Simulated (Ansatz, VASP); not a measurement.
**Two plane-wave programs on WS2**

File INCAR:

```
ALGO = Normal ; EDIFF = 1E-6
ENCUT = 520 ; GGA = PS
ISIF = 2 ; ISMEAR = 0
LASPH = T ; LCHARG = F
LREAL = F ; LWAVE = F
NBANDS = 20 ; NELM = 60
PREC = Accurate ; SIGMA = 0.05
```

Contents of KPOINTS:

```
k-points
0
Gamma
  12 12 12
```

POSCAR

```
WS2
1.0
    1.7053204150      0.9845672007      5.9167968000
   -1.7053204150      0.9845672007      5.9167968000
    0.0000000000     -1.9691344013      5.9167968000
W S
1 2
Direct
    0.0000000000      0.0000000000      0.0000000000
    0.7503000000      0.7503000000      0.7503000000
    0.5810000000      0.5810000000      0.5810000000
```

Input for Ansatz:

```yaml
crystal:
  lattice:
    - [1.705320415, 0.9845672007, 5.9167968]
    - [-1.705320415, 0.9845672007, 5.9167968]
    - [0.0, -1.9691344013, 5.9167968]
  atoms:
    - { symbol: W, position: [0.0, 0.0, 0.0] }
    - { symbol: S, position: [0.7503, 0.7503, 0.7503] }
    - { symbol: S, position: [0.581, 0.581, 0.581] }
basis:
  ecutwfc: 420
kpoints:
  mp_grid: { grid: [12, 12, 12] }
hamiltonian:
  xc: pbesol
scf:
  occupations: { method: gaussian, width: 0.05 }
output:
  forces: true
  stress: true
  eigenvalues: true
```

Change from the starting cell: strain +0.080 along x and y, -0.040 along z, atoms carried along.

Alike in both runs: task single point; functional PBEsol; k mesh 12 × 12 × 12; occupations gaussian, width 0.05 eV; no spin polarisation.

|  | VASP | Ansatz |
| --- | --- | --- |
| version | VASP 6.6.1 | Ansatz 0.2.0 |
| potentials or method | VASP PAW PBE potentials, release 64 (W_sv, S), cutoff 520 eV | scalar-relativistic, plane waves, PAW |
| valence electrons in the cell | 26 | 26 |

```csv
,VASP,Ansatz,Ansatz less VASP
gap on the k mesh at the Fermi level (eV),none,none,-
pressure (GPa),-14.1,-14.2,-0.06
"traceless stress, the component that is largest in VASP (GPa)",11.29,11.26,-0.037
rms of the force components (eV/Å),0.265,0.270,+0.0046
```

VASP's potentials were made for PBE, not for PBEsol. Atom by atom the forces differ by 0.007 eV/Å (rms over components). A gap of «none» marks a metal or a gap that the smearing closes. The functional is the same, so the differences come from potentials, cutoffs and numerics.

Spin-orbit coupling is off throughout.
